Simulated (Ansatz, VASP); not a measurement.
# Two plane-wave programs on Hf

```
Hf
1.0
     0.00000    3.23126    3.23126
     3.23126    0.00000    3.23126
     3.23126    3.23126    0.00000
Hf
2
Direct
  0.12500 0.12500 0.12500
  0.87500 0.87500 0.87500
```

Alike in both runs: task single point; functional PBE; k mesh 9 × 9 × 9; occupations fermi-dirac, width 0.1 eV; no spin polarisation.

```csv
,VASP,Ansatz
version,VASP 6.6.1,Ansatz 0.2.0
potentials or method,"VASP PAW PBE potentials, release 64 (Hf_pv), cutoff 520 eV","plane waves (420 eV) with PAW, scalar-relativistic"
valence electrons in the cell,20,52
```

|  | VASP | Ansatz | Ansatz less VASP |
| --- | --- | --- | --- |
| pressure (GPa) | 1.0 | 1.2 | +0.23 |

The functional is the same, so the differences come from potentials, cutoffs and numerics. VASP's potentials hold 20 valence electrons a cell and Ansatz's 52, so a difference there can come from the potentials and not from the codes.

Neither program's run includes spin-orbit coupling.
